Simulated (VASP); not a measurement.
# HfB (Fm-3m) in VASP: settings compared

Aim: see how the results for HfB move with the level of theory and the settings. Levels: RPBE, PBE, revPBE. Tasks: single point.

Everything below comes from runs of VASP 6.6.1. Logs are shortened: lines on timing, memory, paths and dates and some standing lists are left out, and cuts for length are marked.

### 1 The cell of the first run

Symmetry: Fm-3m, No. 225, cubic system. Conventional cell: a = 4.620 Å, b = 4.620 Å, c = 4.620 Å, α = 90.00°, β = 90.00°, γ = 90.00°. Hf (site symmetry m-3m) has 6 B at 2.31 Å within 3.1 Å. B (site symmetry m-3m) has 6 Hf at 2.31 Å within 3.1 Å.

### 2 Single point, RPBE

INCAR

```
PREC = Accurate ; ENCUT = 500
EDIFF = 1E-6 ; ISMEAR = 0
SIGMA = 0.1 ; LREAL = F
LASPH = T ; NELM = 120
ALGO = Normal ; ISIF = 2
LWAVE = F ; LCHARG = F
GGA = RP ; NBANDS = 14
GGA_COMPAT = F
```

KPOINTS

```
regular mesh
0
Gamma
  8 8 8
```

POSCAR

```
HfB
1.0
    0.0000000000      2.3100000000      2.3100000000
    2.3100000000      0.0000000000      2.3100000000
    2.3100000000      2.3100000000      0.0000000000
Hf B
1 1
Direct
    0.5000000000      0.5000000000      0.5000000000
    0.0000000000      0.0000000000      0.0000000000
```

Potentials or basis: VASP PAW PBE potentials, release 64 (Hf_pv, B).

Command:

```bash
cat potpaw_PBE.64/Hf_pv/POTCAR potpaw_PBE.64/B/POTCAR > POTCAR
mpirun -np 1 vasp_std > vasp.out
```

OUTCAR:

```text
PREC = Accurate
   ENCUT = 500
   EDIFF = 1E-6
   ISMEAR = 0
   LREAL = F
   LASPH = T
   NELM = 120
   ISIF = 2
   GGA = RP

 ion  position               nearest neighbor table
   1  0.500  0.500  0.500-   2 2.31   2 2.31   2 2.31   2 2.31   2 2.31   2 2.31
   2  0.000  0.000  0.000-   1 2.31   1 2.31   1 2.31   1 2.31   1 2.31   1 2.31

  LATTYP: Found a face centered cubic cell.
 ALAT       =     4.6200000000

  Lattice vectors:

 A1 = (   0.0000000000,   2.3100000000,   2.3100000000)
 A2 = (   2.3100000000,   0.0000000000,   2.3100000000)
 A3 = (   2.3100000000,   2.3100000000,   0.0000000000)

Analysis of symmetry for initial positions (statically):
=====================================================================
 Subroutine PRICEL returns:
 Original cell was already a primitive cell.

 Routine SETGRP: Setting up the symmetry group for a
 face centered cubic supercell.

 Subroutine GETGRP returns: Found 48 space group operations
 (whereof 48 operations were pure point group operations)
 out of a pool of 48 trial point group operations.

The static configuration has the point symmetry O_h .

Analysis of symmetry for dynamics (positions and initial velocities):
=====================================================================
 Subroutine PRICEL returns:
 Original cell was already a primitive cell.

 Routine SETGRP: Setting up the symmetry group for a
 face centered cubic supercell.

 Subroutine GETGRP returns: Found 48 space group operations
 (whereof 48 operations were pure point group operations)
 out of a pool of 48 trial point group operations.

The dynamic configuration has the point symmetry O_h .

 Subroutine INISYM returns: Found 48 space group operations
 (whereof 48 operations are pure point group operations),
 and found     1 'primitive' translations

----------------------------------------------------------------------------------------

                                     Primitive cell

  volume of cell :      24.6528

  direct lattice vectors                    reciprocal lattice vectors
     0.000000000  2.310000000  2.310000000    -0.216450216  0.216450216  0.216450216
     2.310000000  0.000000000  2.310000000     0.216450216 -0.216450216  0.216450216
     2.310000000  2.310000000  0.000000000     0.216450216  0.216450216 -0.216450216

  length of vectors
     3.266833329  3.266833329  3.266833329     0.374902772  0.374902772  0.374902772

  position of ions in fractional coordinates (direct lattice)
     0.500000000  0.500000000  0.500000000
     0.000000000  0.000000000  0.000000000

  ion indices of the primitive-cell ions
   primitive index   ion index
                 1           1
                 2           2

----------------------------------------------------------------------------------------

 KPOINTS: regular mesh

Automatic generation of k-mesh.
 Grid dimensions read from file:
 generate k-points for:    8    8    8

 Generating k-lattice:

  Cartesian coordinates                     Fractional coordinates (reciprocal lattice)
    -0.027056277  0.027056277  0.027056277     0.125000000  0.000000000  0.000000000
     0.027056277 -0.027056277  0.027056277     0.000000000  0.125000000  0.000000000
     0.027056277  0.027056277 -0.027056277     0.000000000  0.000000000  0.125000000

  Length of vectors
     0.046862847  0.046862847  0.046862847

  Shift w.r.t. Gamma in fractional coordinates (k-lattice)
     0.000000000  0.000000000  0.000000000

 Subroutine IBZKPT returns following result:
 ===========================================

 Found     29 irreducible k-points:

 Following reciprocal coordinates:
            Coordinates               Weight
  0.000000  0.000000  0.000000      1.000000
  0.125000  0.000000  0.000000      8.000000
  0.250000  0.000000  0.000000      8.000000
  0.375000  0.000000  0.000000      8.000000
  0.500000  0.000000  0.000000      4.000000
  0.125000  0.125000  0.000000      6.000000
[... 16 lines left out ...]
  0.500000  0.250000  0.125000     48.000000
 -0.375000  0.250000  0.125000     24.000000
 [... further k-points ...]
   k-points           NKPTS =     29   k-points in BZ     NKDIM =     29   number of bands    NBANDS=     14
   number of dos      NEDOS =    301   number of ions     NIONS =      2
   total plane-waves  NPLWV =  13824
   dimension x,y,z NGX =    24 NGY =   24 NGZ =   24
   dimension x,y,z NGXF=    48 NGYF=   48 NGZF=   48
   ions per type =               1   1
   NGX,Y,Z   is equivalent  to a cutoff of  12.21, 12.21, 12.21 a.u.
   NGXF,Y,Z  is equivalent  to a cutoff of  24.43, 24.43, 24.43 a.u.
 SYSTEM =  unknown system
   PREC   = accura    normal or accurate (medium, high low for compatibility)
   ISTART =      0    job   : 0-new  1-cont  2-samecut
   ICHARG =      2    charge: 1-file 2-atom 10-const
   ISPIN  =      1    spin polarized calculation?
   LNONCOLLINEAR =      F non collinear calculations
   LSORBIT =      F    spin-orbit coupling
   LASPH  =      T    aspherical Exc in radial PAW
   ENCUT  =  500.0 eV  36.75 Ry    6.06 a.u.   5.96  5.96  5.96*2*pi/ulx,y,z
   NELM   =    120;   NELMIN=  2; NELMDL= -5     # of ELM steps
   EDIFF  = 0.1E-05   stopping-criterion for ELM
   LREAL  =      F    real-space projection
   EDIFFG = 0.1E-04   stopping-criterion for IOM
   NSW    =      0    number of steps for IOM
   IBRION =     -1    ionic relax: 0-MD 1-quasi-New 2-CG
   NFREE  =      0    steps in history (QN), initial steepest desc. (CG)
   ISIF   =      2    stress and relaxation
   ISYM   =      2    0-nonsym 1-usesym 2-fastsym
   POTIM  = 0.5000    time-step for ionic-motion
   TEBEG  =    0.0;   TEEND  =   0.0 temperature during run
   PSTRESS=    0.0 pullay stress
   NELECT =      13.0000    total number of electrons
   NUPDOWN=      -1.0000    fix difference up-down
   EMIN   =  10.00;   EMAX   =-10.00  energy-range for DOS
   EFERMI =   0.00;   METHOD = LEGACY
   ISMEAR =     0;   SIGMA  =   0.10  broadening in eV -4-tet -1-fermi 0-gaus
   EFERMI_NEDOS =   21; number of points for ismear=-14 and -15
   IALGO  =     38    algorithm
   IMIX   =      4    mixing-type and parameters
     AMIX     =   0.40;   BMIX     =  1.00
     AMIX_MAG =   1.60;   BMIX_MAG =  1.00
  volume/ion in A,a.u.               =      12.33        83.18
  Fermi-wavevector in a.u.,A,eV,Ry     =   1.322617  2.499383 23.800871  1.749315
  Thomas-Fermi vector in A             =   2.452285
   LORBIT       =      0    0 simple, 1 ext, 2 COOP (PROOUT), +10 PAW based schemes
   GGA     = RP    functional components
   LHFCALC =     F    Hartree Fock is set to
   AEXX    =    0.0000 exact exchange contribution
   IVDW    =     0    specifies the selected vdW correction
   LEPSILON=     F    determine dielectric tensor
   LRPA    =     F    only Hartree local field effects (RPA)
 non-spin polarized calculation
 Gauss-broadening in eV      SIGMA  =   0.10
  energy-cutoff  :      500.00
  volume of cell :       24.65
 maximum number of plane-waves:       638
   NGX = 11   NGY = 11   NGZ = 11

 number of electron      13.0000002 magnetization

 Free energy of the ion-electron system (eV)
  ---------------------------------------------------
  ext. energy  EPLUGINS =         0.00000000
  ---------------------------------------------------
  free energy    TOTEN  =       -16.33277933 eV

  energy without entropy =      -16.32548038  energy(sigma->0) =      -16.32912986

 E-fermi :   5.2909     XC(G=0): -12.2571

 val. band max:        5.2448831389   @ k =   0.5000   0.2500   0.0000
 cond. band min:       5.3251278375   @ k =   0.2500   0.1250   0.0000
 fundamental gap:      0.0802446986
 Fermi energy:         5.2908518113

 k-point     1 :       0.0000    0.0000    0.0000
  band No.  band energies     occupation
      1     -23.0972      2.00000
      2     -23.0972      2.00000
      3     -23.0972      2.00000
      4      -4.3787      2.00000
      5       7.4506      0.00000
      6       7.4506      0.00000
      7       7.4506      0.00000
      8       9.2027      0.00000
      9       9.2027      0.00000
     10       9.2027      0.00000
     11       9.4640      0.00000
     12       9.4640      0.00000
     13      16.8583      0.00000
     14      18.2370      0.00000

 k-point     2 :       0.1250    0.0000    0.0000
  band No.  band energies     occupation
      1     -23.2106      2.00000
      2     -23.1086      2.00000
      3     -23.1086      2.00000
      4      -3.9330      2.00000
      5       6.1617      0.00000
      6       6.7617      0.00000
      7       6.7617      0.00000
      8       8.2320      0.00000
      9       8.2320      0.00000
     10       9.7983      0.00000
     11      12.0295      0.00000
     12      12.0295      0.00000
     13      17.9797      0.00000
     14      18.7146      0.00000

 k-point     3 :       0.2500    0.0000    0.0000
  band No.  band energies     occupation
      1     -23.4742      2.00000
      2     -23.1361      2.00000
      3     -23.1361      2.00000
      4      -2.7339      2.00000
      5       4.2254      2.00000
      6       5.2070      1.76410
      7       5.2070      1.76410
      8       9.2847      0.00000
      9       9.2847      0.00000
     10      10.3945      0.00000
     11      15.0888      0.00000
     12      15.0888      0.00000
     13      18.6932      0.00000
     14      20.4601      0.00000

 k-point     4 :       0.3750    0.0000    0.0000
  band No.  band energies     occupation
      1     -23.7248      2.00000
      2     -23.1634      2.00000
      3     -23.1634      2.00000
      4      -1.1277      2.00000
      5       2.4329      2.00000
      6       4.2061      2.00000
      7       4.2061      2.00000
      8      10.8577      0.00000
      9      10.8577      0.00000
     10      11.3483      0.00000
     11      16.0921      0.00000
     12      17.9941      0.00000
     13      17.9941      0.00000
     14      20.4999      0.00000

 k-point     5 :       0.5000    0.0000    0.0000
  band No.  band energies     occupation
      1     -23.8253      2.00000
      2     -23.1746      2.00000
      3     -23.1746      2.00000
      4       0.2094      2.00000
      5       1.1065      2.00000
      6       3.8671      2.00000
      7       3.8671      2.00000
      8      11.8057      0.00000
      9      11.8057      0.00000
     10      12.8664      0.00000
     11      13.6417      0.00000
[... 276 lines left out ...]
 k-point    22 :       0.3750    0.2500    0.1250
  band No.  band energies     occupation
      1     -23.5284      2.00000
      2     -23.2768      2.00000
      3     -23.1783      2.00000
      4      -1.8924      2.00000
      5       3.1861      2.00000
      6       4.6787      2.00000
      7       5.3693      0.26752
      8       8.2043      0.00000
      9      11.3012      0.00000
     10      12.3240      0.00000
     11      13.3133      0.00000
     12      17.1712      0.00000
     13      19.2323      0.00000
     14      20.4823      0.00000

 k-point    23 :       0.5000    0.2500    0.1250
  band No.  band energies     occupation
      1     -23.6635      2.00000
      2     -23.3508      2.00000
      3     -23.2165      2.00000
      4      -0.6321      2.00000
      5       2.1906      2.00000
      6       4.1186      2.00000
      7       4.7107      2.00000
      8       9.3604      0.00000
      9      12.1105      0.00000
     10      12.5944      0.00000
     11      14.6430      0.00000
     12      16.9674      0.00000
     13      19.8433      0.00000
     14      20.4600      0.00000

 k-point    24 :      -0.3750    0.2500    0.1250
  band No.  band energies     occupation
      1     -23.7218      2.00000
      2     -23.3711      2.00000
      3     -23.2390      2.00000
      4       0.2003      2.00000
      5       1.4764      2.00000
      6       4.0202      2.00000
      7       4.4823      2.00000
      8      10.7692      0.00000
      9      10.8277      0.00000
     10      12.6827      0.00000
     11      16.7063      0.00000
     12      16.7177      0.00000
     13      18.0199      0.00000
     14      20.4829      0.00000

 [... further k-points ...]

------------------------ aborting loop because EDIFF is reached ----------------------------------------

  FORCE on cell =-STRESS in cart. coord.  units (eV):
  Direction    XX          YY          ZZ          XY          YZ          ZX
  --------------------------------------------------------------------------------------
  -------------------------------------------------------------------------------------
  Total        5.3214718      5.3214718      5.3214718      0.0000000      0.0000000      0.0000000
  in kB      345.8409444    345.8409444    345.8409444      0.0000000      0.0000000      0.0000000
  external PRESSURE =     345.8409444 kB  Pullay stress =       0.0000000 kB

 VOLUME and BASIS-vectors are now :
 -----------------------------------------------------------------------------
  energy-cutoff  :      500.00
  volume of cell :       24.65
      direct lattice vectors                 reciprocal lattice vectors
     0.000000000  2.310000000  2.310000000    -0.216450216  0.216450216  0.216450216
     2.310000000  0.000000000  2.310000000     0.216450216 -0.216450216  0.216450216
     2.310000000  2.310000000  0.000000000     0.216450216  0.216450216 -0.216450216

 POSITION                                       TOTAL-FORCE (eV/Angst)
 -----------------------------------------------------------------------------------
      2.31000      2.31000      2.31000        -0.000000     -0.000000     -0.000000
      0.00000      0.00000      0.00000         0.000000      0.000000      0.000000
 -----------------------------------------------------------------------------------
    total drift:                                0.000000     -0.000000      0.000000

  FREE ENERGIE OF THE ION-ELECTRON SYSTEM (eV)
  ---------------------------------------------------
  free  energy   TOTEN  =       -16.3327793348 eV

  energy  without entropy=      -16.3254803756  energy(sigma->0) =      -16.32912986
```

Wall time 6.4 s (1 thread of AMD EPYC 9R45 (Zen 5), shared host); peak memory 0.11 GiB.

Results:

```
Free energy : -16.3328 eV
Pressure    : 34.6 GPa
```

Levels at points of the mesh, in eV from the Fermi level:
```csv
k point,band 4,band 5,band 6,band 7,band 8,band 9,band 10,band 11
"(0.00, 0.00, 0.00)",-9.67,2.16,2.16,2.16,3.91,3.91,3.91,4.17
"(0.50, 0.00, 0.00)",-5.08,-4.18,-1.42,-1.42,6.51,6.51,7.58,8.35
"(0.50, 0.50, 0.00)",-6.84,-1.16,-0.99,2.31,2.31,6.20,7.89,7.89
```

Caveat: the PAW data sets were made with another functional, which shifts forces and pressure a little; spin-orbit coupling is left out, which moves the levels of the heavy elements.

### 3 Single point, PBE

INCAR

```
  PREC = Accurate
  ENCUT = 500
  EDIFF = 1E-6
  ISMEAR = 0
  SIGMA = 0.096
  LREAL = False
  LASPH = True
  NELM = 120
  ALGO = Normal
  ISIF = 2
  LWAVE = False
  LCHARG = False
  GGA = PE
  NBANDS = 14
  GGA_COMPAT = False
```

KPOINTS

```
Automatic mesh
0
Gamma
  8 8 8
```

POSCAR is that of step 2.

Potentials or basis: VASP PAW PBE potentials, release 64 (Hf_pv, B).

Command:

```bash
cat potpaw_PBE.64/Hf_pv/POTCAR potpaw_PBE.64/B/POTCAR > POTCAR
mpirun -np 1 vasp_std > vasp.out
```

It took 5.9 s on 1 thread of AMD EPYC 9R45 (Zen 5), shared host; peak memory 0.11 GiB.

Results (log left out):

```yaml
Free_energy: -17.1432 eV
Pressure: 30.7 GPa
```

Levels at points of the mesh, in eV from the Fermi level:
| k point | band 5 | band 6 | band 7 | band 8 | band 9 | band 10 |
| --- | --- | --- | --- | --- | --- | --- |
| (0.00, 0.00, 0.00) | 2.14 | 2.14 | 2.14 | 3.91 | 3.91 | 3.91 |
| (0.50, 0.00, 0.00) | -4.11 | -1.43 | -1.43 | 6.49 | 6.49 | 7.54 |
| (0.50, 0.50, 0.00) | -1.16 | -0.96 | 2.32 | 2.32 | 6.20 | 7.86 |

Caveat: spin-orbit coupling is left out, which moves the levels of the heavy elements.

### 4 Single point, PBE

INCAR

```
SYSTEM = HfB
PREC = Accurate
ENCUT = 500
EDIFF = 1E-6
ISMEAR = 0
SIGMA = 0.1
LREAL = .FALSE.
LASPH = .TRUE.
NELM = 120
ALGO = Normal
ISIF = 2
LWAVE = .FALSE.
LCHARG = .FALSE.
GGA = PE
NBANDS = 14
NELECT = 11.0
GGA_COMPAT = .FALSE.
```

KPOINTS

```
regular mesh
0
G
  8 8 8
  0 0 0
```

POSCAR

```
HfB
1.0
    0.0000000000      2.3100000000      2.3100000000
    2.3100000000      0.0000000000      2.3100000000
    2.3100000000      2.3100000000      0.0000000000
Hf B
1 1
Direct
    0.8860000000      1.0770000000      0.7610000000
    0.3860000000      0.5770000000      0.2610000000
```

Command:

```bash
cat potpaw_PBE.64/Hf_pv/POTCAR potpaw_PBE.64/B/POTCAR > POTCAR
mpirun -np 1 vasp_std > vasp.out
```

Run time: 6.4 s. Hardware: 1 thread of AMD EPYC 9R45 (Zen 5), shared host; peak memory 0.11 GiB.

Results (log left out):

| Item | Value |
| --- | --- |
| Free energy | -26.7485 eV |

Levels at points of the mesh, in eV from the Fermi level:
```
           k point  band 3  band 4  band 5  band 6  band 7  band 8
(0.00, 0.00, 0.00)  -27.67   -8.49    3.43    3.43    3.43    4.60
(0.50, 0.00, 0.00)  -27.75   -3.82   -3.25   -0.47   -0.47    7.55
(0.50, 0.50, 0.00)  -27.92   -5.88    0.19    0.31    3.16    3.16
```

Caveat: the cell carries a net charge on a neutralising background, which shifts energy and pressure; the cell is charged against a uniform background, so pressure and absolute levels hang on convention; spin-orbit coupling is left out, which moves the levels of the heavy elements.

[end of part 1 of 2]
